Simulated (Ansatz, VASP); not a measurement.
InSb in VASP and in Ansatz

```
In Sb
1.0
     0.00000    3.23910    3.23910
     3.23910    0.00000    3.23910
     3.23910    3.23910    0.00000
In Sb
1 1
Cartesian
  0.0000 0.0000 0.0000
  4.8586 4.8586 4.8586
```

Alike in both runs: task single point; functional r2SCAN; k mesh 10 × 10 × 10; occupations gaussian, width 0.03 eV; no spin polarisation.

```csv
,VASP,Ansatz
version,VASP 6.6.1,Ansatz 0.2.0
potentials or method,"VASP PAW PBE potentials, release 64 (In_d, Sb), cutoff 520 eV","scalar-relativistic, plane waves, PAW"
valence electrons in the cell,18,28
```

|  | VASP | Ansatz | Ansatz less VASP |
| --- | --- | --- | --- |
| gap on the k mesh at the Fermi level (eV) | 0.24 | 0.24 | 0.000 |
| least direct gap on the mesh (eV) | 0.24 | 0.24 | 0.000 |
| pressure (GPa) | 1.7 | 1.7 | +0.01 |

VASP's potentials were made for PBE, not for r2SCAN. VASP's potentials hold 18 valence electrons a cell and Ansatz's 28, so a difference there can come from the potentials and not from the codes.

Spin-orbit coupling is off throughout.
